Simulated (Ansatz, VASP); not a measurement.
**One calculation of Tc, two programs**

```
CELL_PARAMETERS angstrom
0.00000 1.97925 1.95000
1.97925 0.00000 1.95000
1.97925 1.97925 0.00000
ATOMIC_POSITIONS crystal
Tc 0.00000 0.00000 0.00000
```

Change from the starting cell: x and y stretched by +1.5 %, z held, crystal datasets.

Alike in both runs: task electric field gradients; functional PBE; k mesh 14 × 14 × 14; occupations fermi-dirac, width 0.05 eV; no spin polarisation.

|  | VASP | Ansatz |
| --- | --- | --- |
| version | VASP 6.6.1 | Ansatz 0.2.0 |
| potentials or method | VASP PAW PBE potentials, release 64 (Tc_pv), cutoff 520 eV | all-electron PAW with datasets made for the crystal, scalar-relativistic |

|  | VASP | Ansatz | Ansatz less VASP |
| --- | --- | --- | --- |
| pressure (GPa) | -14.3 | -13.7 | +0.56 |
| traceless stress, the component that is largest in VASP (GPa) | 1.92 | 1.93 | +0.007 |
| size of Vzz on the site where it differs most (V/Å²) | 0.8 | 0.8 | -0.01 |

Ansatz ran all-electron here, and VASP with PAW potentials.
